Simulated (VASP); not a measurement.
Wanted: the native input for a VASP 6.6.1 run.

| Quantity | Value |
| --- | --- |
| Task | single point |
| Functional | PBEsol |
| Potentials or basis | VASP PAW PBE potentials, release 64 (Be, H) |
| Cutoff | 520 eV |
| k mesh | 6 × 6 × 1 |
| Occupations | gaussian, width 0.15 eV |
| Spin | no spin polarisation |
| Dipole correction | no |
| Further INCAR settings | ALGO = Normal; EDIFF = 1e-06; NBANDS = 26 |

The structure of Be6H lies in POSCAR:

```
Be6H
1.0
    4.5800000000      0.0000000000      0.0000000000
    2.2900000000      3.9663960000      0.0000000000
    0.0000000000      0.0000000000     15.5884300000
Be H
12 2
Direct
    0.0000000000      0.0000000000      0.0641500780
    0.5000000000      0.0000000000      0.0641500780
    0.0000000000      0.5000000000      0.0641500780
    0.5000000000      0.5000000000      0.0641500780
   -0.1666476602      0.3333494689      0.1827677964
    0.3333005893      0.3334049349      0.1827577248
   -0.1666627480      0.8333416532      0.1827532984
    0.3333320383      0.8333608142      0.1827433552
   -0.0000790133      0.0002929612      0.3013511944
    0.4999230390      0.0000569787      0.3014161785
   -0.0000508933      0.5003262407      0.3014118163
    0.4998775999      0.5001225294      0.3014253520
    0.0844292997      0.9747387805      0.5014546045
    0.0663745391      1.0297068170      0.5480954144
```

These files were run (other wordings do the same):

INCAR

```
SYSTEM = Be6H
PREC = Accurate
ENCUT = 520
EDIFF = 1E-6
ISMEAR = 0
SIGMA = 0.15
LREAL = .FALSE.
LASPH = .TRUE.
NELM = 60
ALGO = Normal
ISIF = 2
LWAVE = .FALSE.
LCHARG = .TRUE.
GGA = PS
LELF = .TRUE.
LVHAR = .TRUE.
NBANDS = 26
```

KPOINTS

```
Automatic mesh
0
G
  6 6 1
  0 0 0
```

Potentials or basis: VASP PAW PBE potentials, release 64 (Be, H).

Launch:

```console
$ cat potpaw_PBE.64/Be/POTCAR potpaw_PBE.64/H/POTCAR > POTCAR
$ mpirun -np 1 vasp_std > vasp.out
```

It gave:

| Property | Result |
| --- | --- |
| Largest force | 0.011 eV/Å |
| Band gap on the k mesh | zero (bands 13 and 14 overlap by 2.57 eV) |

Caveat: there is no dipole correction, which matters where the two faces differ; the PAW data sets were made with another functional, which shifts forces and pressure a little.

Wall time 5.3 min on 1 thread of Oxide Virtual Turin-like Processor, with other jobs on the host, peak memory 0.41 GiB.
